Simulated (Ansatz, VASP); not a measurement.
**AgI: VASP beside Ansatz**

```
Ag I
1.0
     0.00000    3.28863    3.28863
     3.28863    0.00000    3.28863
     3.28863    3.28863    0.00000
Ag I
1 1
Direct
  0.00000 0.00000 0.00000
  0.25000 0.25000 0.25000
```

Alike in both runs: task single point; functional HSE06; k mesh 4 × 4 × 4; no spin polarisation.

|  | VASP | Ansatz |
| --- | --- | --- |
| version | VASP 6.6.1 | Ansatz 0.2.0 |
| potentials or method | VASP PAW PBE potentials, release 64 (Ag, I) | plane waves |
| plane-wave cutoff (eV) | 400 | 420 |
| occupations | gaussian, width 0.01 eV | fixed |
| valence electrons in the cell | 18 | 36 |

|  | VASP | Ansatz | Ansatz less VASP |
| --- | --- | --- | --- |
| gap on the k mesh at the Fermi level (eV) | 2.48 | 2.51 | +0.024 |
| pressure (GPa) | 0.4 | 0.6 | +0.21 |

VASP's potentials hold 18 valence electrons a cell and Ansatz's 36, so a difference there can come from the potentials and not from the codes. Ansatz's warnings: stress exchange threshold loose, stress scf threshold loose.

Neither program's run includes spin-orbit coupling.
